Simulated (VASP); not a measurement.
The system is Al3Ag.

```
CELL_PARAMETERS angstrom
4.08151 0.00000 0.00000
0.00000 4.08151 0.00000
0.00000 0.00000 4.08151
ATOMIC_POSITIONS crystal
Al 0.00000 0.50000 0.50000
Al 0.50000 0.00000 0.50000
Al 0.50000 0.50000 0.00000
Ag 0.00000 0.00000 0.00000
```

| Item | Value |
| --- | --- |
| Program | VASP 6.6.1 |
| Task | relaxation of cell and atoms |
| Functional | PBEsol |
| Potentials or basis | VASP PAW PBE potentials, release 64 (Al, Ag) |
| Cutoff | 600 eV |
| k mesh | 6 × 6 × 6 |
| Occupations | fermi-dirac, width 0.05 eV |
| Spin | no spin polarisation |

At the start: pressure -3.1 GPa; volume 17.00 Å³/atom.

How do energy, volume and symmetry change on relaxing?

Over 3 steps the energy falls by 6.2 meV/atom and the volume is 16.39 Å³/atom (-3.6 %); space group Pm-3m (No. 221, to 0.1 Å) before and after.

The path:
```
step  energy change (eV)  largest force (eV/Å)  pressure (GPa)  volume (Å³)
   1              0.0000                0.0000           -3.13        67.99
   2             -0.0222                0.0000            1.15        64.78
   3             -0.0249                0.0000           -0.02        65.54
```

Final structure:
```
CELL_PARAMETERS angstrom
4.03188 0.00000 0.00000
0.00000 4.03188 0.00000
0.00000 0.00000 4.03188
ATOMIC_POSITIONS crystal
Al 0.00000 0.50000 0.50000
Al 0.50000 0.00000 0.50000
Al 0.50000 0.50000 0.00000
Ag 0.00000 0.00000 0.00000
```

Caveat: the PAW data sets were made with another functional, which shifts forces and pressure a little.
